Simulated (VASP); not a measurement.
# W (Im-3m) in VASP: notebook

W is run at these levels: LDA; tasks: single point.

Everything below comes from runs of VASP 6.6.1. Logs are shortened: lines on timing, memory, paths and dates and some standing lists are left out, and cuts for length are marked.

## Step 1: The cell of the first run

Symmetry: Im-3m, No. 229, cubic system. The conventional cell has a = 2.702 Å, b = 2.702 Å, c = 2.702 Å, α = 90.00°, β = 90.00°, γ = 90.00°. Within 3.1 Å of W (site symmetry m-3m) lie 14 W at 2.34 to 2.70 Å.

## Step 2: Single point, LDA (volume scaled by 0.64)

File INCAR:

```
ALGO = Normal ; EDIFF = 1E-6
ENCUT = 520 ; GGA = CA
ISIF = 2 ; ISMEAR = -1
LASPH = T ; LCHARG = F
LREAL = F ; LWAVE = F
NBANDS = 13 ; NELM = 80
PREC = Accurate ; SIGMA = 0.1
```

File KPOINTS:

```
k-points
0
Gamma
  19 19 19
```

File POSCAR:

```
W
1.0
   -1.3507764211      1.3507764211      1.3507764211
    1.3507764211     -1.3507764211      1.3507764211
    1.3507764211      1.3507764211     -1.3507764211
W
1
Direct
    0.0000000000      0.0000000000      0.0000000000
```

Potentials or basis: VASP PAW LDA potentials, release 64 (W_sv).

Started as:

```bash
$ cat potpaw_LDA.64/W_sv/POTCAR > POTCAR
$ mpirun -np 1 vasp_std > vasp.out
```

OUTCAR:

```text
EDIFF = 1E-6
   ENCUT = 520
   GGA = CA
   ISIF = 2
   ISMEAR = -1
   LASPH = T
   LREAL = F
   NELM = 80
   PREC = Accurate

 ion  position               nearest neighbor table
   1  0.000  0.000  0.000-

  LATTYP: Found a body centered cubic cell.
 ALAT       =     2.7015528422

  Lattice vectors:

 A1 = (  -1.3507764211,   1.3507764211,   1.3507764211)
 A2 = (   1.3507764211,  -1.3507764211,   1.3507764211)
 A3 = (   1.3507764211,   1.3507764211,  -1.3507764211)

Analysis of symmetry for initial positions (statically):
=====================================================================
 Subroutine PRICEL returns:
 Original cell was already a primitive cell.

 Routine SETGRP: Setting up the symmetry group for a
 body centered cubic supercell.

 Subroutine GETGRP returns: Found 48 space group operations
 (whereof 48 operations were pure point group operations)
 out of a pool of 48 trial point group operations.

The static configuration has the point symmetry O_h .

Analysis of symmetry for dynamics (positions and initial velocities):
=====================================================================
 Subroutine PRICEL returns:
 Original cell was already a primitive cell.

 Routine SETGRP: Setting up the symmetry group for a
 body centered cubic supercell.

 Subroutine GETGRP returns: Found 48 space group operations
 (whereof 48 operations were pure point group operations)
 out of a pool of 48 trial point group operations.

The dynamic configuration has the point symmetry O_h .

 Subroutine INISYM returns: Found 48 space group operations
 (whereof 48 operations are pure point group operations),
 and found     1 'primitive' translations

----------------------------------------------------------------------------------------

                                     Primitive cell

  volume of cell :       9.8585

  direct lattice vectors                    reciprocal lattice vectors
    -1.350776421  1.350776421  1.350776421     0.000000000  0.370157483  0.370157483
     1.350776421 -1.350776421  1.350776421     0.370157483  0.000000000  0.370157483
     1.350776421  1.350776421 -1.350776421     0.370157483  0.370157483  0.000000000

  length of vectors
     2.339613391  2.339613391  2.339613391     0.523481733  0.523481733  0.523481733

  position of ions in fractional coordinates (direct lattice)
     0.000000000  0.000000000  0.000000000

  ion indices of the primitive-cell ions
   primitive index   ion index
                 1           1

----------------------------------------------------------------------------------------

 KPOINTS: k-points

Automatic generation of k-mesh.
 Grid dimensions read from file:
 generate k-points for:   19   19   19

 Generating k-lattice:

  Cartesian coordinates                     Fractional coordinates (reciprocal lattice)
     0.000000000  0.019481973  0.019481973     0.052631579  0.000000000  0.000000000
     0.019481973  0.000000000  0.019481973     0.000000000  0.052631579  0.000000000
     0.019481973  0.019481973  0.000000000     0.000000000  0.000000000  0.052631579

  Length of vectors
     0.027551670  0.027551670  0.027551670

  Shift w.r.t. Gamma in fractional coordinates (k-lattice)
     0.000000000  0.000000000  0.000000000

 Subroutine IBZKPT returns following result:
 ===========================================

 Found    220 irreducible k-points:

 Following reciprocal coordinates:
            Coordinates               Weight
  0.000000  0.000000  0.000000      1.000000
  0.052632  0.000000  0.000000     12.000000
  0.105263  0.000000  0.000000     12.000000
  0.157895  0.000000  0.000000     12.000000
  0.210526  0.000000  0.000000     12.000000
  0.263158  0.000000  0.000000     12.000000
[... 16 lines left out ...]
  0.263158  0.105263  0.000000     48.000000
  0.315789  0.105263  0.000000     48.000000
 [... further k-points ...]
   k-points           NKPTS =    220   k-points in BZ     NKDIM =    220   number of bands    NBANDS=     13
   number of dos      NEDOS =    301   number of ions     NIONS =      1
   total plane-waves  NPLWV =   5832
   dimension x,y,z NGX =    18 NGY =   18 NGZ =   18
   dimension x,y,z NGXF=    36 NGYF=   36 NGZF=   36
   ions per type =               1
   NGX,Y,Z   is equivalent  to a cutoff of  12.79, 12.79, 12.79 a.u.
   NGXF,Y,Z  is equivalent  to a cutoff of  25.58, 25.58, 25.58 a.u.
 SYSTEM =  unknown system
   PREC   = accura    normal or accurate (medium, high low for compatibility)
   ISTART =      0    job   : 0-new  1-cont  2-samecut
   ICHARG =      2    charge: 1-file 2-atom 10-const
   ISPIN  =      1    spin polarized calculation?
   LNONCOLLINEAR =      F non collinear calculations
   LSORBIT =      F    spin-orbit coupling
   LASPH  =      T    aspherical Exc in radial PAW
   ENCUT  =  520.0 eV  38.22 Ry    6.18 a.u.   4.35  4.35  4.35*2*pi/ulx,y,z
   NELM   =     80;   NELMIN=  2; NELMDL= -5     # of ELM steps
   EDIFF  = 0.1E-05   stopping-criterion for ELM
   LREAL  =      F    real-space projection
   EDIFFG = 0.1E-04   stopping-criterion for IOM
   NSW    =      0    number of steps for IOM
   IBRION =     -1    ionic relax: 0-MD 1-quasi-New 2-CG
   NFREE  =      0    steps in history (QN), initial steepest desc. (CG)
   ISIF   =      2    stress and relaxation
   ISYM   =      2    0-nonsym 1-usesym 2-fastsym
   POTIM  = 0.5000    time-step for ionic-motion
   TEBEG  =    0.0;   TEEND  =   0.0 temperature during run
   PSTRESS=    0.0 pullay stress
   NELECT =      14.0000    total number of electrons
   NUPDOWN=      -1.0000    fix difference up-down
   EMIN   =  10.00;   EMAX   =-10.00  energy-range for DOS
   EFERMI =   0.00;   METHOD = LEGACY
   ISMEAR =    -1;   SIGMA  =   0.10  broadening in eV -4-tet -1-fermi 0-gaus
   EFERMI_NEDOS =   21; number of points for ismear=-14 and -15
   IALGO  =     38    algorithm
   IMIX   =      4    mixing-type and parameters
     AMIX     =   0.40;   BMIX     =  1.00
     AMIX_MAG =   1.60;   BMIX_MAG =  1.00
  volume/ion in A,a.u.               =       9.86        66.53
  Fermi-wavevector in a.u.,A,eV,Ry     =   1.840125  3.477332 46.070154  3.386061
  Thomas-Fermi vector in A             =   2.892528
   LORBIT       =      0    0 simple, 1 ext, 2 COOP (PROOUT), +10 PAW based schemes
   GGA     = CA    functional components
   LHFCALC =     F    Hartree Fock is set to
   AEXX    =    0.0000 exact exchange contribution
   IVDW    =     0    specifies the selected vdW correction
   LEPSILON=     F    determine dielectric tensor
   LRPA    =     F    only Hartree local field effects (RPA)
 non-spin polarized calculation
  energy-cutoff  :      520.00
  volume of cell :        9.86
 maximum number of plane-waves:       276
 NGX is ok and might be reduce to    18
   NGX =  9   NGY =  9   NGZ =  9

 number of electron      14.0000003 magnetization

 Free energy of the ion-electron system (eV)
  ---------------------------------------------------
  ext. energy  EPLUGINS =         0.00000000
  ---------------------------------------------------
  free energy    TOTEN  =        -9.51940459 eV

  energy without entropy =       -9.50205711  energy(sigma->0) =       -9.51073085

 E-fermi :  20.0533     XC(G=0): -16.6950

 val. band max:       20.0491878652   @ k =  -0.2632   0.3684   0.1053
 cond. band min:      20.0635840059   @ k =  -0.2632   0.3158   0.1053
 fundamental gap:      0.0143961407
 Fermi energy:        20.0533290468

 k-point     1 :       0.0000    0.0000    0.0000
  band No.  band energies     occupation
      1     -54.4030      2.00000
      2     -16.3353      2.00000
      3     -16.3353      2.00000
      4     -16.3353      2.00000
      5       8.3084      2.00000
      6      17.1638      2.00000
      7      17.1638      2.00000
      8      17.1638      2.00000
      9      22.9115      0.00000
     10      22.9115      0.00000
     11      34.9469      0.00000
     12      34.9469      0.00000
     13      34.9469      0.00000

 k-point     2 :       0.0526    0.0000    0.0000
  band No.  band energies     occupation
      1     -54.3784      2.00000
      2     -16.5148      2.00000
      3     -16.3851      2.00000
      4     -16.3384      2.00000
      5       8.5733      2.00000
      6      16.9954      2.00000
      7      17.1329      2.00000
      8      17.4105      2.00000
      9      22.5781      0.00000
     10      22.8932      0.00000
     11      35.1951      0.00000
     12      35.3324      0.00000
     13      35.7226      0.00000

 k-point     3 :       0.1053    0.0000    0.0000
  band No.  band energies     occupation
      1     -54.3071      2.00000
      2     -17.0168      2.00000
      3     -16.5269      2.00000
      4     -16.3473      2.00000
      5       9.2966      2.00000
      6      16.5367      2.00000
      7      17.0089      2.00000
      8      18.1400      2.00000
      9      21.9336      0.00000
     10      22.8617      0.00000
     11      35.8796      0.00000
     12      36.4420      0.00000
     13      37.7230      0.00000
[... 305 lines left out ...]
 k-point    23 :       0.2632    0.1053    0.0000
  band No.  band energies     occupation
      1     -53.7031      2.00000
      2     -20.2745      2.00000
      3     -17.6531      2.00000
      4     -16.6321      2.00000
      5      11.4712      2.00000
      6      14.1034      2.00000
      7      17.8539      2.00000
      8      21.9796      0.00000
      9      24.6206      0.00000
     10      26.4793      0.00000
     11      36.7484      0.00000
     12      41.8231      0.00000
     13      44.9657      0.00000

 k-point    24 :       0.3158    0.1053    0.0000
  band No.  band energies     occupation
      1     -53.5741      2.00000
      2     -20.8459      2.00000
      3     -17.9108      2.00000
      4     -16.6568      2.00000
      5      10.9695      2.00000
      6      13.6911      2.00000
      7      19.2886      1.99905
      8      22.8453      0.00000
      9      25.0343      0.00000
     10      28.7615      0.00000
     11      35.5210      0.00000
     12      41.3174      0.00000
     13      47.0482      0.00000

 [... further k-points ...]
[... 5 lines left out ...]
  --------------------------------------------------------------------------------------
  -------------------------------------------------------------------------------------
  Total       23.5356403     23.5356403     23.5356403      0.0000000     -0.0000000     -0.0000000
  in kB     3824.9538237   3824.9538237   3824.9538237      0.0000000     -0.0000000     -0.0000000
  external PRESSURE =    3824.9538237 kB  Pullay stress =       0.0000000 kB

 VOLUME and BASIS-vectors are now :
 -----------------------------------------------------------------------------
  energy-cutoff  :      520.00
  volume of cell :        9.86
      direct lattice vectors                 reciprocal lattice vectors
    -1.350776421  1.350776421  1.350776421     0.000000000  0.370157483  0.370157483
     1.350776421 -1.350776421  1.350776421     0.370157483  0.000000000  0.370157483
     1.350776421  1.350776421 -1.350776421     0.370157483  0.370157483  0.000000000

 POSITION                                       TOTAL-FORCE (eV/Angst)
 -----------------------------------------------------------------------------------
      0.00000      0.00000      0.00000         0.000000      0.000000      0.000000
 -----------------------------------------------------------------------------------
    total drift:                                0.000000      0.000000      0.000000

  FREE ENERGIE OF THE ION-ELECTRON SYSTEM (eV)
  ---------------------------------------------------
  free  energy   TOTEN  =        -9.5194045879 eV

  energy  without entropy=       -9.5020571055  energy(sigma->0) =       -9.51073085
```

Run time: 12 s. Hardware: 1 thread of Intel Xeon Platinum 8488C (Sapphire Rapids), shared host; peak memory 0.14 GiB.

What came out:

| Quantity | Value |
| --- | --- |
| Free energy | -9.5194 eV |
| Pressure | 382.5 GPa |
| Band gap on the k mesh | zero (band 7 reaches 28.52 eV, above the bottom of band 8 at 17.16 eV) |

Levels at points of the mesh, in eV from the Fermi level:
```
           k point  band 5  band 6  band 7  band 8  band 9  band 10
(0.00, 0.00, 0.00)  -11.74   -2.89   -2.89   -2.89    2.86     2.86
```

Caveat: spin-orbit coupling is left out, which moves the levels of the heavy elements.

[end of part 1 of 2]
